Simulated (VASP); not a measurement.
Input of a VASP 6.6.1 run:

The input INCAR:

```
PREC = Accurate
ENCUT = 600
EDIFF = 1E-6
ISMEAR = 0
SIGMA = 0.1
LREAL = F
LASPH = T
NELM = 80
ALGO = Normal
ISIF = 3
LWAVE = F
LCHARG = F
GGA = PE
IBRION = 2
NSW = 100
EDIFFG = -0.01
```

Contents of KPOINTS:

```
Automatic mesh
0
Gamma
  6 6 14
```

POSCAR

```
Ta2N
1.0
    6.6535568897      0.0000000000      0.0000000000
   -3.3267784448      5.7621492920      0.0000000000
    0.0000000000      0.0000000000      2.8248599739
Ta N
4 2
Direct
    0.5000000000      0.0000000000      0.5000000000
    0.0000000000      0.5000000000      0.5000000000
    0.5000000000      0.5000000000      0.5000000000
    0.0000000000      0.0000000000      0.0000000000
    0.3333333333      0.6666666667      0.5000000000
    0.6666666667      0.3333333333      0.5000000000
```

Potentials or basis: VASP PAW PBE potentials, release 64 (Ta_pv, N).

Run with:

```bash
$ cat potpaw_PBE.64/Ta_pv/POTCAR potpaw_PBE.64/N/POTCAR > POTCAR
$ mpirun -np 1 vasp_std > vasp.out
```

(1) What does it give for the space group after relaxing (to 0.05 Å)?

(2) Predict the relaxed volume.

(3) Predict the band gap on the k mesh.

## Answers

(1) P6/mmm (No. 191).

(2) 18.17 Å³/atom.

(3) zero (band 27 reaches 4.67 eV, above the bottom of band 28 at 3.53 eV).

Caveat: spin-orbit coupling is left out, which moves the levels of the heavy elements.
